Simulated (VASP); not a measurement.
# TlCl (Pm-3m) in VASP: notebook, part 2 of 2

VASP 6.6.1.

**3. Single point, PBEsol**

The input, INCAR:

```
PREC = Accurate
ENCUT = 500
EDIFF = 1E-6
ISMEAR = 0
SIGMA = 0.02
LREAL = False
LASPH = True
NELM = 120
ALGO = Normal
ISIF = 2
LWAVE = False
LCHARG = False
GGA = PS
NBANDS = 17
GGA_COMPAT = False
```

The input, KPOINTS:

```
regular mesh
0
Gamma
  8 8 8
```

The input, POSCAR:

```
TlCl
1.0
    3.7693044260      0.0000000000      0.0000000000
    0.0000000000      3.7693044260      0.0000000000
    0.0000000000      0.0000000000      3.7693044260
Tl Cl
1 1
Direct
    0.0000000000      0.0000000000      0.0000000000
    0.5000000000      0.5000000000      0.5000000000
```

Potentials or basis: VASP PAW PBE potentials, release 64 (Tl_d, Cl).

Started as:

```sh
$ cat potpaw_PBE.64/Tl_d/POTCAR potpaw_PBE.64/Cl/POTCAR > POTCAR
$ mpirun -np 1 vasp_std > vasp.out
```

OUTCAR:

```text
PREC = Accurate
   ENCUT = 500
   EDIFF = 1E-6
   ISMEAR = 0
   LREAL = False
   LASPH = True
   NELM = 120
   ISIF = 2
   GGA = PS

 ion  position               nearest neighbor table
   1  0.000  0.000  0.000-   2 3.26   2 3.26   2 3.26   2 3.26   2 3.26   2 3.26   2 3.26   2 3.26

   2  0.500  0.500  0.500-   1 3.26   1 3.26   1 3.26   1 3.26   1 3.26   1 3.26   1 3.26   1 3.26

  LATTYP: Found a simple cubic cell.
 ALAT       =     3.7693044260

  Lattice vectors:

 A1 = (   3.7693044260,   0.0000000000,   0.0000000000)
 A2 = (   0.0000000000,   3.7693044260,   0.0000000000)
 A3 = (   0.0000000000,   0.0000000000,   3.7693044260)

Analysis of symmetry for initial positions (statically):
=====================================================================
 Subroutine PRICEL returns:
 Original cell was already a primitive cell.

 Routine SETGRP: Setting up the symmetry group for a
 simple cubic supercell.

 Subroutine GETGRP returns: Found 48 space group operations
 (whereof 48 operations were pure point group operations)
 out of a pool of 48 trial point group operations.

The static configuration has the point symmetry O_h .

Analysis of symmetry for dynamics (positions and initial velocities):
=====================================================================
 Subroutine PRICEL returns:
 Original cell was already a primitive cell.

 Routine SETGRP: Setting up the symmetry group for a
 simple cubic supercell.

 Subroutine GETGRP returns: Found 48 space group operations
 (whereof 48 operations were pure point group operations)
 out of a pool of 48 trial point group operations.

The dynamic configuration has the point symmetry O_h .

 Subroutine INISYM returns: Found 48 space group operations
 (whereof 48 operations are pure point group operations),
 and found     1 'primitive' translations

----------------------------------------------------------------------------------------

                                     Primitive cell

  volume of cell :      53.5530

  direct lattice vectors                    reciprocal lattice vectors
     3.769304426  0.000000000  0.000000000     0.265300938  0.000000000  0.000000000
     0.000000000  3.769304426  0.000000000     0.000000000  0.265300938  0.000000000
     0.000000000  0.000000000  3.769304426     0.000000000  0.000000000  0.265300938

  length of vectors
     3.769304426  3.769304426  3.769304426     0.265300938  0.265300938  0.265300938

  position of ions in fractional coordinates (direct lattice)
     0.000000000  0.000000000  0.000000000
     0.500000000  0.500000000  0.500000000

  ion indices of the primitive-cell ions
   primitive index   ion index
                 1           1
                 2           2

----------------------------------------------------------------------------------------

 KPOINTS: regular mesh

Automatic generation of k-mesh.
 Grid dimensions read from file:
 generate k-points for:    8    8    8

 Generating k-lattice:

  Cartesian coordinates                     Fractional coordinates (reciprocal lattice)
     0.033162617  0.000000000  0.000000000     0.125000000  0.000000000  0.000000000
     0.000000000  0.033162617  0.000000000     0.000000000  0.125000000  0.000000000
     0.000000000  0.000000000  0.033162617     0.000000000  0.000000000  0.125000000

  Length of vectors
     0.033162617  0.033162617  0.033162617

  Shift w.r.t. Gamma in fractional coordinates (k-lattice)
     0.000000000  0.000000000  0.000000000

 Subroutine IBZKPT returns following result:
 ===========================================

 Found     35 irreducible k-points:

 Following reciprocal coordinates:
            Coordinates               Weight
  0.000000  0.000000  0.000000      1.000000
  0.125000  0.000000  0.000000      6.000000
  0.250000  0.000000  0.000000      6.000000
  0.375000  0.000000  0.000000      6.000000
  0.500000  0.000000  0.000000      3.000000
  0.125000  0.125000  0.000000     12.000000
[... 16 lines left out ...]
  0.375000  0.375000  0.125000     24.000000
  0.500000  0.375000  0.125000     24.000000
 [... further k-points ...]
   k-points           NKPTS =     35   k-points in BZ     NKDIM =     35   number of bands    NBANDS=     17
   number of dos      NEDOS =    301   number of ions     NIONS =      2
   total plane-waves  NPLWV =  21952
   dimension x,y,z NGX =    28 NGY =   28 NGZ =   28
   dimension x,y,z NGXF=    56 NGYF=   56 NGZF=   56
   ions per type =               1   1
   NGX,Y,Z   is equivalent  to a cutoff of  12.35, 12.35, 12.35 a.u.
   NGXF,Y,Z  is equivalent  to a cutoff of  24.70, 24.70, 24.70 a.u.
 SYSTEM =  unknown system
   PREC   = accura    normal or accurate (medium, high low for compatibility)
   ISTART =      0    job   : 0-new  1-cont  2-samecut
   ICHARG =      2    charge: 1-file 2-atom 10-const
   ISPIN  =      1    spin polarized calculation?
   LNONCOLLINEAR =      F non collinear calculations
   LSORBIT =      F    spin-orbit coupling
   LASPH  =      T    aspherical Exc in radial PAW
   ENCUT  =  500.0 eV  36.75 Ry    6.06 a.u.   6.87  6.87  6.87*2*pi/ulx,y,z
   NELM   =    120;   NELMIN=  2; NELMDL= -5     # of ELM steps
   EDIFF  = 0.1E-05   stopping-criterion for ELM
   LREAL  =      F    real-space projection
   EDIFFG = 0.1E-04   stopping-criterion for IOM
   NSW    =      0    number of steps for IOM
   IBRION =     -1    ionic relax: 0-MD 1-quasi-New 2-CG
   NFREE  =      0    steps in history (QN), initial steepest desc. (CG)
   ISIF   =      2    stress and relaxation
   ISYM   =      2    0-nonsym 1-usesym 2-fastsym
   POTIM  = 0.5000    time-step for ionic-motion
   TEBEG  =    0.0;   TEEND  =   0.0 temperature during run
   PSTRESS=    0.0 pullay stress
   NELECT =      20.0000    total number of electrons
   NUPDOWN=      -1.0000    fix difference up-down
   EMIN   =  10.00;   EMAX   =-10.00  energy-range for DOS
   EFERMI =   0.00;   METHOD = LEGACY
   ISMEAR =     0;   SIGMA  =   0.02  broadening in eV -4-tet -1-fermi 0-gaus
   EFERMI_NEDOS =   21; number of points for ismear=-14 and -15
   IALGO  =     38    algorithm
   IMIX   =      4    mixing-type and parameters
     AMIX     =   0.40;   BMIX     =  1.00
     AMIX_MAG =   1.60;   BMIX_MAG =  1.00
  volume/ion in A,a.u.               =      26.78       180.70
  Fermi-wavevector in a.u.,A,eV,Ry     =   1.178936  2.227866 18.910607  1.389890
  Thomas-Fermi vector in A             =   2.315256
   LORBIT       =      0    0 simple, 1 ext, 2 COOP (PROOUT), +10 PAW based schemes
   GGA     = PS    functional components
   LHFCALC =     F    Hartree Fock is set to
   AEXX    =    0.0000 exact exchange contribution
   IVDW    =     0    specifies the selected vdW correction
   LEPSILON=     F    determine dielectric tensor
   LRPA    =     F    only Hartree local field effects (RPA)
 non-spin polarized calculation
 Gauss-broadening in eV      SIGMA  =   0.02
  energy-cutoff  :      500.00
  volume of cell :       53.55
 maximum number of plane-waves:      1382
 NGX is ok and might be reduce to    28
   NGX = 13   NGY = 13   NGZ = 13

 number of electron      20.0000008 magnetization

 Free energy of the ion-electron system (eV)
  ---------------------------------------------------
  ext. energy  EPLUGINS =         0.00000000
  ---------------------------------------------------
  free energy    TOTEN  =        -6.46930445 eV

  energy without entropy =       -6.46930445  energy(sigma->0) =       -6.46930445

 E-fermi :   3.3460     XC(G=0):  -9.6202

 val. band max:        3.1981120709   @ k =   0.5000   0.0000   0.0000
 cond. band min:       4.9990213930   @ k =   0.5000   0.0000   0.0000
 fundamental gap:      1.8009093221
 Fermi energy:         3.3460330661

 k-point     1 :       0.0000    0.0000    0.0000
  band No.  band energies     occupation
      1     -10.9081      2.00000
      2      -6.8290      2.00000
      3      -6.8290      2.00000
      4      -6.5415      2.00000
      5      -6.5415      2.00000
      6      -6.5415      2.00000
[... 9 lines left out ...]
     16      16.0866      0.00000
     17      17.3866      0.00000

 k-point     2 :       0.1250    0.0000    0.0000
  band No.  band energies     occupation
      1     -10.8662      2.00000
      2      -6.8262      2.00000
      3      -6.7989      2.00000
      4      -6.5565      2.00000
      5      -6.5565      2.00000
      6      -6.5401      2.00000
[... 9 lines left out ...]
     16      16.9304      0.00000
     17      17.2196      0.00000
[... 421 lines left out ...]
 k-point    24 :       0.5000    0.3750    0.1250
  band No.  band energies     occupation
      1     -10.4658      2.00000
      2      -6.6866      2.00000
      3      -6.6523      2.00000
      4      -6.6238      2.00000
      5      -6.5841      2.00000
      6      -6.4877      2.00000
[... 9 lines left out ...]
     16      14.7545      0.00000
     17      17.2378      0.00000

 [... further k-points ...]
[... 5 lines left out ...]
  --------------------------------------------------------------------------------------
  -------------------------------------------------------------------------------------
  Total       -0.0245735     -0.0245735     -0.0245735      0.0000000      0.0000000      0.0000000
  in kB       -0.7351797     -0.7351797     -0.7351797      0.0000000      0.0000000      0.0000000
  external PRESSURE =      -0.7351797 kB  Pullay stress =       0.0000000 kB

 VOLUME and BASIS-vectors are now :
 -----------------------------------------------------------------------------
  energy-cutoff  :      500.00
  volume of cell :       53.55
      direct lattice vectors                 reciprocal lattice vectors
     3.769304426  0.000000000  0.000000000     0.265300938  0.000000000  0.000000000
     0.000000000  3.769304426  0.000000000     0.000000000  0.265300938  0.000000000
     0.000000000  0.000000000  3.769304426     0.000000000  0.000000000  0.265300938

 POSITION                                       TOTAL-FORCE (eV/Angst)
 -----------------------------------------------------------------------------------
      0.00000      0.00000      0.00000         0.000000      0.000000      0.000000
      1.88465      1.88465      1.88465         0.000000      0.000000      0.000000
 -----------------------------------------------------------------------------------
    total drift:                               -0.000000      0.000000      0.000000

  FREE ENERGIE OF THE ION-ELECTRON SYSTEM (eV)
  ---------------------------------------------------
  free  energy   TOTEN  =        -6.4693044495 eV

  energy  without entropy=       -6.4693044495  energy(sigma->0) =       -6.46930445
```

stdout:

```text
POSCAR found type information on POSCAR TlCl
 POSCAR found :  2 types and       2 ions
 scaLAPACK will be used
 -----------------------------------------------------------------------------
|                                                                             |
|                                                                             |
|     You enforced a specific xc type in the INCAR file but a different       |
|     I HOPE YOU KNOW WHAT YOU ARE DOING!                                     |
|                                                                             |
 -----------------------------------------------------------------------------

 LDA part: xc-table for (Slater+PW92), standard interpolation
 POSCAR, INCAR and KPOINTS ok, starting setup
 FFT: planning ... GRIDC
 FFT: planning ... GRID_SOFT
 FFT: planning ... GRID
 WAVECAR not read
 entering main loop
```

Wall time 14 s (1 thread of Intel Xeon Platinum 8488C (Sapphire Rapids), shared host); peak memory 0.17 GiB.

Results:

* Free energy: -6.4693 eV
* Pressure: -0.1 GPa
* Band gap on the k mesh: 1.80 eV

Levels at points of the mesh, in eV from the valence-band top:
| k point | band 8 | band 9 | band 10 | band 11 | band 12 | band 13 |
| --- | --- | --- | --- | --- | --- | --- |
| (0.00, 0.00, 0.00) | -1.79 | -1.79 | -1.79 | 7.53 | 7.53 | 7.93 |
| (0.50, 0.00, 0.00) | -1.29 | -1.29 | 0.00 | 1.80 | 6.47 | 6.47 |
| (0.50, 0.50, 0.00) | -3.42 | -3.42 | -1.26 | 4.84 | 4.84 | 8.23 |
| (0.50, 0.50, 0.50) | -2.31 | -2.31 | -2.15 | 2.20 | 2.20 | 2.20 |

Caveat: the PAW data sets were made with another functional, which shifts forces and pressure a little; spin-orbit coupling is left out, which moves the levels of the heavy elements.

**4. Relaxation of cell and atoms, PBEsol**

This run uses another cell than the first one, of 28.18 Å³/atom.

The input, INCAR:

```
SYSTEM = TlCl
  PREC = Accurate
  ENCUT = 500
  EDIFF = 1E-7
  ISMEAR = 0
  SIGMA = 0.02
  LREAL = .False.
  LASPH = .True.
  NELM = 120
  ALGO = Normal
  ISIF = 3
  LWAVE = .False.
  LCHARG = .False.
  GGA = PS
  IBRION = 2
  NSW = 100
  EDIFFG = -0.005
  GGA_COMPAT = .False.
  NELMIN = 4
```

The input, KPOINTS:

```
regular mesh
0
Gamma
  8 8 8
  0 0 0
```

The input, POSCAR:

```
TlCl
1.0
    3.8339977844      0.0000000000      0.0000000000
    0.0000000000      3.8339977844      0.0000000000
    0.0000000000      0.0000000000      3.8339977844
Tl Cl
1 1
Direct
    0.0000000000      0.0000000000      0.0000000000
    0.5000000000      0.5000000000      0.5000000000
```

Started as:

```sh
$ cat potpaw_PBE.64/Tl_d/POTCAR potpaw_PBE.64/Cl/POTCAR > POTCAR
$ mpirun -np 1 vasp_std > vasp.out
```

Wall time 29 s (1 thread of Intel Xeon Platinum 8488C (Sapphire Rapids), shared host); peak memory 0.17 GiB.

Results (log left out):

| Property | Result |
| --- | --- |
| Free energy | -6.4707 eV |
| Relaxed volume | 26.72 Å³/atom |
| Relaxed cell | a = 3.767 Å, b = 3.767 Å, c = 3.767 Å, α = 90.00°, β = 90.00°, γ = 90.00° |
| Space group after relaxing (to 0.1 Å) | Pm-3m (No. 221) |
| Energy gained by relaxing | 6.8 meV/atom |
| Ionic steps | 3 |
| Pressure after relaxing | 0.0 GPa |
| Band gap on the k mesh | 1.80 eV |

Step by step:
```csv
step,energy change (eV),largest force (eV/Å),pressure (GPa),volume (Å³)
1,0.0000,0.0000,-1.41,56.36
2,-0.0122,0.0000,-0.50,54.35
3,-0.0137,0.0000,-0.01,53.45
```

Final structure:
```xyz
2
Lattice="3.7668 0.0000 0.0000 0.0000 3.7668 0.0000 0.0000 0.0000 3.7668" Properties=species:S:1:pos:R:3 pbc="T T T"
Tl    0.0000    0.0000    0.0000
Cl    1.8834    1.8834    1.8834
```

Levels at points of the mesh, in eV from the valence-band top:
```tsv
k point	band 6	band 7	band 8	band 9	band 10	band 11	band 12	band 13	band 14
(0.00, 0.00, 0.00)	-9.74	-4.77	-1.80	-1.80	-1.80	7.52	7.52	7.94	7.94
(0.50, 0.00, 0.00)	-9.73	-5.87	-1.30	-1.30	0.00	1.80	6.47	6.47	8.40
(0.50, 0.50, 0.00)	-9.66	-3.53	-3.44	-3.44	-1.27	4.84	4.84	8.23	8.62
(0.50, 0.50, 0.50)	-9.65	-2.32	-2.32	-2.32	-2.15	2.19	2.19	2.19	12.95
```

Caveat: the PAW data sets were made with another functional, which shifts forces and pressure a little; spin-orbit coupling is left out, which moves the levels of the heavy elements. A k mesh can miss the band edges.
